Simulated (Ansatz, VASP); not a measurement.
Two plane-wave programs on NbGaSe3

```
Nb Ga Se
1.0
     5.06763    0.00000    0.00000
     0.00000    5.06763    0.00000
     0.00000    0.00000    5.06763
Nb Ga Se
1 1 3
Direct
  0.50000 0.50000 0.50000
  0.00000 0.00000 0.00000
  0.50000 0.50000 0.00000
  0.00000 0.50000 0.50000
  0.50000 0.00000 0.50000
```

Change from the starting cell: species swapped into the ZnAgF3 type (Pm-3m, No. 221).

Alike in both runs: functional PBE; k mesh 4 × 4 × 4; occupations gaussian, width 0.1 eV; no spin polarisation.

Ansatz relaxed the structure, and its values are those at the end. VASP's run is a single point on that final structure, the one shown.

|  | VASP | Ansatz |
| --- | --- | --- |
| version | VASP 6.6.1 | Ansatz 0.2.0 |
| potentials or method | VASP PAW PBE potentials, release 64 (Nb_sv, Ga_d, Se), cutoff 520 eV | scalar-relativistic, plane waves, PAW |
| valence electrons in the cell | 44 | 74 |

|  | VASP | Ansatz | Ansatz less VASP |
| --- | --- | --- | --- |
| gap on the k mesh at the Fermi level (eV) | none | none | - |
| pressure (GPa) | 0.1 | 0.1 | +0.02 |

A gap of «none» marks a metal or a gap that the smearing closes. VASP's potentials hold 44 valence electrons a cell and Ansatz's 74, so a difference there can come from the potentials and not from the codes.
